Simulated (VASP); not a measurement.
Wanted: the native input for a VASP 6.6.1 run.

* Task: relaxation of cell and atoms
* Functional: PBE
* Potentials or basis: VASP PAW PBE potentials, release 64 (Y_sv, Lu, Cl)
* Cutoff: 600 eV
* k mesh: 3 × 3 × 6
* Occupations: gaussian, width 0.1 eV
* Spin: no spin polarisation
* Dipole correction: no
* Further INCAR settings: ALGO = Fast; EDIFF = 1e-07; IBRION = 2; EDIFFG = -0.04; NSW = 90; ISIF = 3

The structure of Y3LuCl2 lies in POSCAR:

```
Y3LuCl2
1.0
    7.1287675315      0.0000000000      0.0000000000
   -3.5643837658      6.1736937800      0.0000000000
    0.0000000000      0.0000000000      3.6509190251
Y Lu Cl
3 1 2
Direct
    0.5000000000      0.0000000000      0.5000000000
    0.0000000000      0.5000000000      0.5000000000
    0.5000000000      0.5000000000      0.5000000000
    0.0000000000      0.0000000000      0.0000000000
    0.3333333333      0.6666666667      0.0000000000
    0.6666666667      0.3333333333      0.0000000000
```

The cell was built from a structure type or drawn by symmetry, and may not be a known phase.

The input as run:

INCAR

```
SYSTEM = Y3LuCl2
  ALGO = Fast
  EDIFF = 1E-7
  EDIFFG = -0.04
  ENCUT = 600
  GGA = PE
  IBRION = 2
  ISIF = 3
  ISMEAR = 0
  LASPH = .True.
  LCHARG = .False.
  LREAL = .False.
  LWAVE = .False.
  NELM = 100
  NSW = 90
  PREC = Accurate
  SIGMA = 0.1
```

KPOINTS

```
k-points
0
Gamma
  3 3 6
  0 0 0
```

Potentials or basis: VASP PAW PBE potentials, release 64 (Y_sv, Lu, Cl).

The run is started by

```console
$ cat potpaw_PBE.64/Y_sv/POTCAR potpaw_PBE.64/Lu/POTCAR potpaw_PBE.64/Cl/POTCAR > POTCAR
$ mpirun -np 1 vasp_std > vasp.out
```

Results of the run:

* Relaxed volume: 26.72 Å³/atom
* Relaxed cell: a = 7.194 Å, b = 7.194 Å, c = 3.578 Å, α = 90.00°, β = 90.00°, γ = 120.00°
* Space group after relaxing (to 0.1 Å): P6/mmm (No. 191)
* Energy gained by relaxing: 2.4 meV/atom
* Ionic steps: 3
* Pressure after relaxing: 0.1 GPa
* Band gap on the k mesh: zero (bands 36 and 37 overlap by 0.62 eV)

Caveat: spin-orbit coupling is left out, which moves the levels of the heavy elements.

Run time: 14 min on 1 thread of Intel(R) Xeon(R) 6975P-C (Granite Rapids) (shared host), peak memory 0.43 GiB.
